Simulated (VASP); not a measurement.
# Li (Fm-3m) in VASP: further runs

The runs below take Li through single point, with LDA.

Program: VASP 6.6.1. These are calculated values, not measurements. Logs are shortened: lines on timing, memory, paths and dates and some standing lists are left out, and cuts for length are marked.

## 1. The cell of the first run

It takes space group Fm-3m (No. 225, cubic). The conventional cell has a = 4.433 Å, b = 4.433 Å, c = 4.433 Å, α = 90.00°, β = 90.00°, γ = 90.00°. Within 4.1 Å of Li (site symmetry m-3m) lie 12 Li at 3.13 Å.

This isn't the form of Li at room conditions, which is bcc.

## 2. Single point, LDA (21.78 Å³/atom)

The input, INCAR:

```
SYSTEM = Li
PREC     = Accurate       ! precision mode
ENCUT    = 520            ! plane-wave cutoff, eV
EDIFF    = 1E-7           ! SCF threshold, eV
ISMEAR   = -1             ! smearing method
SIGMA    = 0.05           ! smearing width, eV
LREAL    = .FALSE.        ! projectors in reciprocal space
LASPH    = .TRUE.         ! aspherical terms in the spheres
NELM     = 80             ! most SCF steps
ALGO     = Normal         ! electronic algorithm
ISIF     = 2              ! what is computed and relaxed
LWAVE    = .FALSE.        ! write WAVECAR
LCHARG   = .FALSE.        ! write CHGCAR
NBANDS   = 8              ! bands
```

The input, KPOINTS:

```
regular mesh
0
G
  16 16 16
  0 0 0
```

The input, POSCAR:

```
Li
1.0
    0.0000000000      2.2165832064      2.2165832064
    2.2165832064      0.0000000000      2.2165832064
    2.2165832064      2.2165832064      0.0000000000
Li
1
Direct
    0.0000000000      0.0000000000      0.0000000000
```

Potentials or basis: VASP PAW LDA potentials, release 64 (Li_sv).

Run with:

```sh
cat potpaw_LDA.64/Li_sv/POTCAR > POTCAR
mpirun -np 1 vasp_std > vasp.out
```

OUTCAR:

```text
SYSTEM = Li
   PREC = Accurate
   ENCUT = 520
   EDIFF = 1E-7
   ISMEAR = -1
   LREAL = .FALSE.
   LASPH = .TRUE.
   NELM = 80
   ISIF = 2

 ion  position               nearest neighbor table
   1  0.000  0.000  0.000-

  LATTYP: Found a face centered cubic cell.
 ALAT       =     4.4331664128

  Lattice vectors:

 A1 = (   0.0000000000,   2.2165832064,   2.2165832064)
 A2 = (   2.2165832064,   0.0000000000,   2.2165832064)
 A3 = (   2.2165832064,   2.2165832064,   0.0000000000)

Analysis of symmetry for initial positions (statically):
=====================================================================
 Subroutine PRICEL returns:
 Original cell was already a primitive cell.

 Routine SETGRP: Setting up the symmetry group for a
 face centered cubic supercell.

 Subroutine GETGRP returns: Found 48 space group operations
 (whereof 48 operations were pure point group operations)
 out of a pool of 48 trial point group operations.

The static configuration has the point symmetry O_h .

Analysis of symmetry for dynamics (positions and initial velocities):
=====================================================================
 Subroutine PRICEL returns:
 Original cell was already a primitive cell.

 Routine SETGRP: Setting up the symmetry group for a
 face centered cubic supercell.

 Subroutine GETGRP returns: Found 48 space group operations
 (whereof 48 operations were pure point group operations)
 out of a pool of 48 trial point group operations.

The dynamic configuration has the point symmetry O_h .

 Subroutine INISYM returns: Found 48 space group operations
 (whereof 48 operations are pure point group operations),
 and found     1 'primitive' translations

----------------------------------------------------------------------------------------

                                     Primitive cell

  volume of cell :      21.7812

  direct lattice vectors                    reciprocal lattice vectors
     0.000000000  2.216583206  2.216583206    -0.225572403  0.225572403  0.225572403
     2.216583206  0.000000000  2.216583206     0.225572403 -0.225572403  0.225572403
     2.216583206  2.216583206  0.000000000     0.225572403  0.225572403 -0.225572403

  length of vectors
     3.134722033  3.134722033  3.134722033     0.390702863  0.390702863  0.390702863

  position of ions in fractional coordinates (direct lattice)
     0.000000000  0.000000000  0.000000000

  ion indices of the primitive-cell ions
   primitive index   ion index
[... 73 lines left out ...]
   EDIFF  = 0.1E-06   stopping-criterion for ELM
   LREAL  =      F    real-space projection
   EDIFFG = 0.1E-05   stopping-criterion for IOM
   NSW    =      0    number of steps for IOM
   IBRION =     -1    ionic relax: 0-MD 1-quasi-New 2-CG
   NFREE  =      0    steps in history (QN), initial steepest desc. (CG)
   ISIF   =      2    stress and relaxation
   ISYM   =      2    0-nonsym 1-usesym 2-fastsym
   POTIM  = 0.5000    time-step for ionic-motion
   TEBEG  =    0.0;   TEEND  =   0.0 temperature during run
   PSTRESS=    0.0 pullay stress
   NELECT =       3.0000    total number of electrons
   NUPDOWN=      -1.0000    fix difference up-down
   EMIN   =  10.00;   EMAX   =-10.00  energy-range for DOS
   EFERMI =   0.00;   METHOD = LEGACY
   ISMEAR =    -1;   SIGMA  =   0.05  broadening in eV -4-tet -1-fermi 0-gaus
   EFERMI_NEDOS =   21; number of points for ismear=-14 and -15
   IALGO  =     38    algorithm
   IMIX   =      4    mixing-type and parameters
     AMIX     =   0.40;   BMIX     =  1.00
     AMIX_MAG =   1.60;   BMIX_MAG =  1.00
  volume/ion in A,a.u.               =      21.78       146.99
  Fermi-wavevector in a.u.,A,eV,Ry     =   0.845450  1.597669  9.725248  0.714786
  Thomas-Fermi vector in A             =   1.960640
   LORBIT       =      0    0 simple, 1 ext, 2 COOP (PROOUT), +10 PAW based schemes
   GGA     = CA    functional components
   LHFCALC =     F    Hartree Fock is set to
   AEXX    =    0.0000 exact exchange contribution
   IVDW    =     0    specifies the selected vdW correction
   LEPSILON=     F    determine dielectric tensor
   LRPA    =     F    only Hartree local field effects (RPA)
 non-spin polarized calculation
  energy-cutoff  :      520.00
  volume of cell :       21.78
 maximum number of plane-waves:       604
   NGX = 11   NGY = 11   NGZ = 11

 number of electron       3.0000009 magnetization

 Free energy of the ion-electron system (eV)
  ---------------------------------------------------
  ext. energy  EPLUGINS =         0.00000000
  ---------------------------------------------------
  free energy    TOTEN  =        -2.03441907 eV

  energy without entropy =       -2.03070634  energy(sigma->0) =       -2.03256270

 E-fermi :   0.3947     XC(G=0):  -6.9651

 val. band max:        0.3187324053   @ k =   0.4375   0.3750   0.0625
 cond. band min:       0.4075138842   @ k =   0.4375   0.3125   0.0000
 fundamental gap:      0.0887814789
 Fermi energy:         0.3947439687

 k-point     1 :       0.0000    0.0000    0.0000
  band No.  band energies     occupation
      1     -45.3515      2.00000
      2      -2.9995      2.00000
      3      13.8126      0.00000
      4      13.8126      0.00000
      5      13.8126      0.00000
      6      17.8297      0.00000
      7      17.8297      0.00000
      8      17.8297      0.00000
[... 243 lines left out ...]
 k-point    24 :      -0.0625    0.0625    0.0000
  band No.  band energies     occupation
      1     -45.3501      2.00000
      2      -2.8213      2.00000
      3      12.5535      0.00000
      4      12.7432      0.00000
      5      13.8694      0.00000
      6      16.8393      0.00000
      7      18.0680      0.00000
      8      19.0836      0.00000

 [... further k-points ...]

------------------------ aborting loop because EDIFF is reached ----------------------------------------

  FORCE on cell =-STRESS in cart. coord.  units (eV):
  Direction    XX          YY          ZZ          XY          YZ          ZX
  --------------------------------------------------------------------------------------
  -------------------------------------------------------------------------------------
  Total       -0.2383253     -0.2383253     -0.2383253     -0.0000000     -0.0000000      0.0000000
  in kB      -17.5306719    -17.5306719    -17.5306719     -0.0000000     -0.0000000      0.0000000
  external PRESSURE =     -17.5306719 kB  Pullay stress =       0.0000000 kB

 VOLUME and BASIS-vectors are now :
 -----------------------------------------------------------------------------
  energy-cutoff  :      520.00
  volume of cell :       21.78
      direct lattice vectors                 reciprocal lattice vectors
     0.000000000  2.216583206  2.216583206    -0.225572403  0.225572403  0.225572403
     2.216583206  0.000000000  2.216583206     0.225572403 -0.225572403  0.225572403
     2.216583206  2.216583206  0.000000000     0.225572403  0.225572403 -0.225572403

 POSITION                                       TOTAL-FORCE (eV/Angst)
 -----------------------------------------------------------------------------------
      0.00000      0.00000      0.00000         0.000000     -0.000000      0.000000
 -----------------------------------------------------------------------------------
    total drift:                                0.000000      0.000000     -0.000000

  FREE ENERGIE OF THE ION-ELECTRON SYSTEM (eV)
  ---------------------------------------------------
  free  energy   TOTEN  =        -2.0344190691 eV

  energy  without entropy=       -2.0307063388  energy(sigma->0) =       -2.03256270
```

stdout:

```text
POSCAR found type information on POSCAR Li
 POSCAR found :  1 types and       1 ions
 scaLAPACK will be used
 LDA part: xc-table for (Slater(with rela. corr.)+CA(PZ))
 , standard interpolation
 POSCAR, INCAR and KPOINTS ok, starting setup
 FFT: planning ... GRIDC
 FFT: planning ... GRID_SOFT
 FFT: planning ... GRID
 WAVECAR not read
 entering main loop
```

Run time: 15 s. Hardware: 1 thread of Intel Xeon Platinum 8259CL at 2.50GHz (Skylake/Cascade Lake), shared host; peak memory 0.13 GiB.

What came out:

| Quantity | Value |
| --- | --- |
| Free energy | -2.0344 eV |
| Band gap on the k mesh | zero (an odd number of electrons rules out a gap without spin polarisation) |

Levels at points of the mesh, in eV from the Fermi level:
```csv
k point,band 1,band 2,band 3,band 4,band 5,band 6,band 7
"(0.00, 0.00, 0.00)",-45.75,-3.39,13.42,13.42,13.42,17.43,17.43
"(0.50, 0.00, 0.00)",-45.73,0.02,2.74,11.82,11.82,15.88,15.88
"(0.50, 0.50, 0.00)",-45.73,1.46,4.52,7.94,7.94,10.24,14.41
```

Caveat: the cutoff is under 1.25 times the usual one of these potentials, so pressure, stress and relaxed cells hold a basis-set (Pulay) error.

## 3. Single point, LDA (22.21 Å³/atom)

This run uses another cell than the first one, of 22.21 Å³/atom.

The input, INCAR:

```
SYSTEM = Li
  PREC = Accurate
  ENCUT = 520
  EDIFF = 1E-6
  ISMEAR = -1
  SIGMA = 0.05
  LREAL = .False.
  LASPH = .True.
  NELM = 60
  ALGO = Normal
  ISIF = 2
  LWAVE = .False.
  LCHARG = .False.
  GGA = CA
  NBANDS = 8
```

The input, KPOINTS:

```
Automatic mesh
0
Gamma
  16 16 16
  0 0 0
```

The input, POSCAR:

```
Li
1.0
    0.0000000000      2.2309770072      2.2309770072
    2.2309770072      0.0000000000      2.2309770072
    2.2309770072      2.2309770072      0.0000000000
Li
1
Direct
    0.0000000000      0.0000000000      0.0000000000
```

Potentials or basis: VASP PAW LDA potentials, release 64 (Li_sv).

Run with:

```sh
cat potpaw_LDA.64/Li_sv/POTCAR > POTCAR
mpirun -np 1 vasp_std > vasp.out
```

It took 11 s on 1 thread of Intel Xeon Platinum 8259CL at 2.50GHz (Skylake/Cascade Lake), shared host; peak memory 0.13 GiB.

It converged, with:

```yaml
Free_energy: -2.0298 eV
Band_gap_on_the_k_mesh: zero (an odd number of electrons rules out a gap without spin polarisation)
```

Levels at points of the mesh, in eV from the Fermi level:
```csv
k point,band 1,band 2,band 3,band 4,band 5
"(0.00, 0.00, 0.00)",-45.78,-3.37,13.23,13.23,13.23
"(0.50, 0.00, 0.00)",-45.77,0.02,2.68,11.65,11.65
"(0.50, 0.50, 0.00)",-45.76,1.44,4.45,7.83,7.83
```

Caveat: the cutoff is under 1.25 times the usual one of these potentials, so pressure, stress and relaxed cells hold a basis-set (Pulay) error.

## 4. Single point, LDA (22.64 Å³/atom)

This run uses another cell than the first one, of 22.64 Å³/atom.

The input, INCAR:

```
SYSTEM = Li
ALGO     = Normal         ! electronic algorithm
EDIFF    = 1E-6           ! SCF threshold, eV
ENCUT    = 520            ! plane-wave cutoff, eV
ISIF     = 2              ! what is computed and relaxed
ISMEAR   = -1             ! smearing method
LASPH    = .TRUE.         ! aspherical terms in the spheres
LCHARG   = .FALSE.        ! write CHGCAR
LREAL    = .FALSE.        ! projectors in reciprocal space
LWAVE    = .FALSE.        ! write WAVECAR
NBANDS   = 8              ! bands
NELM     = 60             ! most SCF steps
PREC     = Accurate       ! precision mode
SIGMA    = 0.05           ! smearing width, eV
```

The input, KPOINTS:

```
k-points
0
G
  16 16 16
  0 0 0
```

The input, POSCAR:

```
Li
1.0
    0.0000000000      2.2451874350      2.2451874350
    2.2451874350      0.0000000000      2.2451874350
    2.2451874350      2.2451874350      0.0000000000
Li
1
Direct
    0.0000000000      0.0000000000      0.0000000000
```

Potentials or basis: VASP PAW LDA potentials, release 64 (Li_sv).

Run with:

```sh
cat potpaw_LDA.64/Li_sv/POTCAR > POTCAR
mpirun -np 1 vasp_std > vasp.out
```

OUTCAR:

```text
SYSTEM = Li
   EDIFF = 1E-6
   ENCUT = 520
   ISIF = 2
   ISMEAR = -1
   LASPH = .TRUE.
   LREAL = .FALSE.
   NELM = 60
   PREC = Accurate

 ion  position               nearest neighbor table
   1  0.000  0.000  0.000-

  LATTYP: Found a face centered cubic cell.
 ALAT       =     4.4903748700

  Lattice vectors:

 A1 = (   0.0000000000,   2.2451874350,   2.2451874350)
 A2 = (   2.2451874350,   0.0000000000,   2.2451874350)
 A3 = (   2.2451874350,   2.2451874350,   0.0000000000)

Analysis of symmetry for initial positions (statically):
=====================================================================
 Subroutine PRICEL returns:
 Original cell was already a primitive cell.

 Routine SETGRP: Setting up the symmetry group for a
 face centered cubic supercell.

 Subroutine GETGRP returns: Found 48 space group operations
 (whereof 48 operations were pure point group operations)
 out of a pool of 48 trial point group operations.

The static configuration has the point symmetry O_h .

Analysis of symmetry for dynamics (positions and initial velocities):
=====================================================================
 Subroutine PRICEL returns:
 Original cell was already a primitive cell.

 Routine SETGRP: Setting up the symmetry group for a
 face centered cubic supercell.

 Subroutine GETGRP returns: Found 48 space group operations
 (whereof 48 operations were pure point group operations)
 out of a pool of 48 trial point group operations.

The dynamic configuration has the point symmetry O_h .

 Subroutine INISYM returns: Found 48 space group operations
 (whereof 48 operations are pure point group operations),
 and found     1 'primitive' translations

----------------------------------------------------------------------------------------

                                     Primitive cell

  volume of cell :      22.6354
[... 106 lines left out ...]
     AMIX     =   0.40;   BMIX     =  1.00
     AMIX_MAG =   1.60;   BMIX_MAG =  1.00
  volume/ion in A,a.u.               =      22.64       152.75
  Fermi-wavevector in a.u.,A,eV,Ry     =   0.834679  1.577314  9.479022  0.696688
  Thomas-Fermi vector in A             =   1.948110
   LORBIT       =      0    0 simple, 1 ext, 2 COOP (PROOUT), +10 PAW based schemes
   GGA     = CA    functional components
   LHFCALC =     F    Hartree Fock is set to
   AEXX    =    0.0000 exact exchange contribution
   IVDW    =     0    specifies the selected vdW correction
   LEPSILON=     F    determine dielectric tensor
   LRPA    =     F    only Hartree local field effects (RPA)
 non-spin polarized calculation
  energy-cutoff  :      520.00
  volume of cell :       22.64
 maximum number of plane-waves:       620
   NGX = 11   NGY = 11   NGZ = 11

 number of electron       3.0000008 magnetization

 Free energy of the ion-electron system (eV)
  ---------------------------------------------------
  ext. energy  EPLUGINS =         0.00000000
  ---------------------------------------------------
  free energy    TOTEN  =        -2.02473270 eV

  energy without entropy =       -2.02098787  energy(sigma->0) =       -2.02286029

 E-fermi :   0.2967     XC(G=0):  -6.8714

 val. band max:        0.2199664371   @ k =  -0.4375   0.0625   0.0000
 cond. band min:       0.3024989472   @ k =   0.4375   0.3125   0.0000
 fundamental gap:      0.0825325101
 Fermi energy:         0.2966980694

 k-point     1 :       0.0000    0.0000    0.0000
  band No.  band energies     occupation
      1     -45.5188      2.00000
      2      -3.0506      2.00000
      3      13.3503      0.00000
      4      13.3503      0.00000
      5      13.3503      0.00000
      6      17.3084      0.00000
      7      17.3084      0.00000
      8      17.3084      0.00000
[... 243 lines left out ...]
 k-point    24 :      -0.0625    0.0625    0.0000
  band No.  band energies     occupation
      1     -45.5175      2.00000
      2      -2.8742      2.00000
      3      12.1373      0.00000
      4      12.3120      0.00000
      5      13.4045      0.00000
      6      16.3351      0.00000
      7      17.5406      0.00000
      8      18.5175      0.00000

 [... further k-points ...]

------------------------ aborting loop because EDIFF is reached ----------------------------------------

  FORCE on cell =-STRESS in cart. coord.  units (eV):
  Direction    XX          YY          ZZ          XY          YZ          ZX
  --------------------------------------------------------------------------------------
  -------------------------------------------------------------------------------------
  Total       -0.2933284     -0.2933284     -0.2933284      0.0000000     -0.0000000     -0.0000000
  in kB      -20.7623682    -20.7623682    -20.7623682      0.0000000     -0.0000000     -0.0000000
  external PRESSURE =     -20.7623682 kB  Pullay stress =       0.0000000 kB

 VOLUME and BASIS-vectors are now :
 -----------------------------------------------------------------------------
  energy-cutoff  :      520.00
  volume of cell :       22.64
      direct lattice vectors                 reciprocal lattice vectors
     0.000000000  2.245187435  2.245187435    -0.222698556  0.222698556  0.222698556
     2.245187435  0.000000000  2.245187435     0.222698556 -0.222698556  0.222698556
     2.245187435  2.245187435  0.000000000     0.222698556  0.222698556 -0.222698556

 POSITION                                       TOTAL-FORCE (eV/Angst)
 -----------------------------------------------------------------------------------
      0.00000      0.00000      0.00000         0.000000      0.000000      0.000000
 -----------------------------------------------------------------------------------
    total drift:                               -0.000000      0.000000     -0.000000

  FREE ENERGIE OF THE ION-ELECTRON SYSTEM (eV)
  ---------------------------------------------------
  free  energy   TOTEN  =        -2.0247327024 eV

  energy  without entropy=       -2.0209878722  energy(sigma->0) =       -2.02286029
```

Wall time 18 s (1 thread of Intel Xeon Platinum 8259CL at 2.50GHz (Skylake/Cascade Lake), shared host); peak memory 0.13 GiB.

What came out:

```yaml
Free_energy: -2.0247 eV
Band_gap_on_the_k_mesh: zero (an odd number of electrons rules out a gap without spin polarisation)
```

Levels at points of the mesh, in eV from the Fermi level:
| k point | band 1 | band 2 | band 3 | band 4 | band 5 |
| --- | --- | --- | --- | --- | --- |
| (0.00, 0.00, 0.00) | -45.82 | -3.35 | 13.05 | 13.05 | 13.05 |
| (0.50, 0.00, 0.00) | -45.80 | 0.03 | 2.62 | 11.50 | 11.50 |
| (0.50, 0.50, 0.00) | -45.80 | 1.43 | 4.38 | 7.73 | 7.73 |

Caveat: the cutoff is under 1.25 times the usual one of these potentials, so pressure, stress and relaxed cells hold a basis-set (Pulay) error.

## 5. The runs side by side

```csv
cell,gap on the mesh (eV)
"a = 3.135 Å, angles 60.0°, 1 atom",none
"a = 3.155 Å, angles 60.0°, 1 atom",none
"a = 3.175 Å, angles 60.0°, 1 atom",none
```

Alike in all rows: task single point; level LDA; potentials or basis VASP PAW LDA potentials, release 64 (Li_sv); no spin polarisation; k mesh 16 × 16 × 16; cutoff (eV) 520; smearing fermi-dirac 0.05 eV.

Caveats: the cutoff is under 1.25 times the usual one of these potentials, so pressure, stress and relaxed cells hold a basis-set (Pulay) error.

Absolute energies hang on the potentials; compare differences alone.
